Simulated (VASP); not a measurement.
Write the native input for VASP 6.6.1 that does the following.

```yaml
Task: single point
Functional: LDA
Potentials_or_basis: VASP PAW LDA potentials, release 64 (S, Mg)
Cutoff: 520 eV
k_mesh: 9 × 9 × 9
Occupations: fermi-dirac, width 0.05 eV
Spin: no spin polarisation
Dipole_correction: no
Further_INCAR_settings: ALGO = Normal; EDIFF = 1e-07; NBANDS = 11
```

The structure of MgS (Niningerite) lies in POSCAR:

```
MgS
1.0
    0.0000000000      2.6358861629      2.6358861629
    2.6358861629      0.0000000000      2.6358861629
    2.6358861629      2.6358861629      0.0000000000
S Mg
1 1
Direct
    0.5000000000      0.5000000000      0.5000000000
    0.0000000000      0.0000000000      0.0000000000
```

The input as run:

INCAR

```
PREC = Accurate
ENCUT = 520
EDIFF = 1E-7
ISMEAR = -1
SIGMA = 0.05
LREAL = F
LASPH = T
NELM = 60
ALGO = Normal
ISIF = 2
LWAVE = F
LCHARG = T
GGA = CA
LELF = T
LVHAR = T
NBANDS = 11
```

KPOINTS

```
Automatic mesh
0
Gamma
  9 9 9
```

Potentials or basis: VASP PAW LDA potentials, release 64 (S, Mg).

Command:

```console
$ cat potpaw_LDA.64/S/POTCAR potpaw_LDA.64/Mg/POTCAR > POTCAR
$ mpirun -np 1 vasp_std > vasp.out
```

Results of the run:

* Pressure: -6.3 GPa
* Band gap on the k mesh: 2.60 eV, indirect (least direct gap 3.19 eV)

Run time: 12 s on 1 thread of Intel(R) Xeon(R) Platinum 8259CL CPU @ 2.50GHz (Skylake/Cascade Lake), on a shared host, peak memory 0.14 GiB.
